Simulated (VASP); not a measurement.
Input of a VASP 6.6.1 run:

Contents of INCAR:

```
SYSTEM = PbS
PREC = Accurate
ENCUT = 520
EDIFF = 1E-6
ISMEAR = -1
SIGMA = 0.02
LREAL = .FALSE.
LASPH = .TRUE.
NELM = 80
ALGO = Normal
ISIF = 2
LWAVE = .FALSE.
LCHARG = .FALSE.
GGA = PE
NBANDS = 17
```

KPOINTS

```
regular mesh
0
G
  8 8 8
  0 0 0
```

File POSCAR:

```
PbS
1.0
    0.0000000000      2.9872326629      2.9872326629
    2.9722964996      0.0000000000      2.9872326629
    2.9722964996      2.9872326629      0.0000000000
Pb S
1 1
Direct
    0.0000000000      0.0000000000      0.0000000000
    0.5000000000      0.5000000000      0.5000000000
```

Potentials or basis: VASP PAW PBE potentials, release 64 (Pb_d, S).

Run with:

```sh
$ cat potpaw_PBE.64/Pb_d/POTCAR potpaw_PBE.64/S/POTCAR > POTCAR
$ mpirun -np 1 vasp_std > vasp.out
```

Estimate the pressure.

1.1 GPa.

Predict the band gap on the k mesh.

0.42 eV, direct.

Stress tensor (GPa, compression positive):
```
1.55 0.00 0.00
0.00 0.94 0.00
0.00 0.00 0.94
```

Caveat: the cell differs from its parent crystal (uniaxial x strain -0.5%); spin-orbit coupling is left out, which moves the levels of the heavy elements. A k mesh can miss the band edges.
